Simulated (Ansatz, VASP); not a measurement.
One calculation of SrO, two programs

```
Sr O
1.0
     0.00000    2.56120    2.56120
     2.56120    0.00000    2.56120
     2.56120    2.56120    0.00000
Sr O
1 1
Cartesian
  0.0000 0.0000 0.0000
  2.5612 2.5612 2.5612
```

Alike in both runs: functional PBEsol; k mesh 6 × 6 × 6; occupations gaussian, width 0.02 eV; no spin polarisation.

Ansatz relaxed the structure, and its values are those at the end. VASP's run is a single point on that final structure, the one shown.

|  | VASP | Ansatz |
| --- | --- | --- |
| version | VASP 6.6.1 | Ansatz 0.2.0 |
| potentials or method | VASP PAW PBE potentials, release 64 (Sr_sv, O), cutoff 600 eV | scalar-relativistic, plane waves, PAW |
| valence electrons in the cell | 16 | 16 |

```csv
,VASP,Ansatz,Ansatz less VASP
gap on the k mesh at the Fermi level (eV),3.15,3.20,+0.048
least direct gap on the mesh (eV),3.23,3.26,+0.037
pressure (GPa),0.6,0.0,-0.56
```

VASP's potentials were made for PBE, not for PBEsol. Ansatz's warnings: negative readings unjudged.
